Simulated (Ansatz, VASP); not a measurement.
## CO2 in VASP and in Ansatz

The input POSCAR:

```
CO2
1.0
    4.1925576030      0.0000000000      0.0000000000
    0.0000000000      4.1925576030      0.0000000000
    0.0000000000      0.0000000000      4.6051156164
C O
2 4
Direct
    0.5000000000      0.5000000000      0.5000000000
    0.0000000000      0.0000000000      0.0000000000
    0.3042678660      0.6957321340      0.5000000000
    0.6957321340      0.3042678660      0.5000000000
    0.1957321340      0.1957321340      0.0000000000
    0.8042678660      0.8042678660      0.0000000000
```

INCAR.step1

```
PREC     = Accurate       # precision mode
ENCUT    = 520            # plane-wave cutoff, eV
EDIFF    = 1E-5           # SCF threshold, eV
ISMEAR   = 0              # smearing method
SIGMA    = 0.01           # smearing width, eV
LREAL    = F              # projectors in reciprocal space
LASPH    = T              # aspherical terms in the spheres
NELM     = 60             # most SCF steps
ALGO     = Normal         # electronic algorithm
ISIF     = 2              # what is computed and relaxed
LWAVE    = T              # write WAVECAR
LCHARG   = F              # write CHGCAR
NBANDS   = 25             # bands
GGA      = PE             # functional
```

INCAR.step2

```
PREC     = Accurate       # precision mode
ENCUT    = 520            # plane-wave cutoff, eV
EDIFF    = 1E-7           # SCF threshold, eV
ISMEAR   = 0              # smearing method
SIGMA    = 0.01           # smearing width, eV
LREAL    = F              # projectors in reciprocal space
LASPH    = T              # aspherical terms in the spheres
NELM     = 60             # most SCF steps
ALGO     = Normal         # electronic algorithm
ISIF     = 2              # what is computed and relaxed
LWAVE    = F              # write WAVECAR
LCHARG   = F              # write CHGCAR
GGA      = PE             # functional
LHFCALC  = T              # exact exchange
AEXX     = 0.4            # exact-exchange fraction
HFSCREEN = 0.5            # screening, 1/A
PRECFOCK = Fast         
NBANDS   = 25             # bands
ISTART   = 1
```

Contents of KPOINTS:

```
regular mesh
0
Gamma
  4 4 4
```

Input for Ansatz:

```yaml
crystal:
  lattice:
    - [4.192557603, 0.0, 0.0]
    - [0.0, 4.192557603, 0.0]
    - [0.0, 0.0, 4.6051156164]
  atoms:
    - { symbol: C, position: [0.5, 0.5, 0.5] }
    - { symbol: C, position: [0.0, 0.0, 0.0] }
    - { symbol: O, position: [0.304267866, 0.695732134, 0.5] }
    - { symbol: O, position: [0.695732134, 0.304267866, 0.5] }
    - { symbol: O, position: [0.195732134, 0.195732134, 0.0] }
    - { symbol: O, position: [0.804267866, 0.804267866, 0.0] }
kpoints:
  mp_grid: { grid: [4, 4, 4] }
hamiltonian:
  xc: { exchange: pbe, correlation: pbe, exx: { coeff: 0.4, omega: 0.5 } }
scf:
  occupations: { method: fixed }
  n_extra_bands: 5
output:
  forces: true
  stress: true
  eigenvalues: true
```

Alike in both runs: task single point; functional PBE-based screened hybrid with a share of 0.4 of exact exchange and HFSCREEN = 0.5; k mesh 4 × 4 × 4; no spin polarisation.

|  | VASP | Ansatz |
| --- | --- | --- |
| version | VASP 6.6.1 | Ansatz 0.2.0 |
| potentials or method | VASP PAW PBE potentials, release 64 (C, O) | plane waves |
| plane-wave cutoff (eV) | 520 | 420 |
| occupations | gaussian, width 0.01 eV | fixed |
| valence electrons in the cell | 32 | 32 |

VASP gave:

```
gap on the k mesh at the Fermi level (eV)                     : 8.29
pressure (GPa)                                                : 0.1
traceless stress, the component that is largest in VASP (GPa) : 1.35
rms of the force components (eV/Å)                            : 0.216
```

Problem. Which values does Ansatz return?

Solution. gap on the k mesh at the Fermi level (eV): 8.31; pressure (GPa): -2.3; traceless stress, the component that is largest in VASP (GPa): 4.09; rms of the force components (eV/Å): 0.642.

VASP's potentials were made for PBE, not for PBE-based screened hybrid. Atom by atom the forces differ by 0.426 eV/Å (rms over components). Ansatz's warnings: stress exchange threshold loose, stress scf threshold loose.

Noted on VASP's run: the standard files for N, O and F lose accuracy on very short bonds.
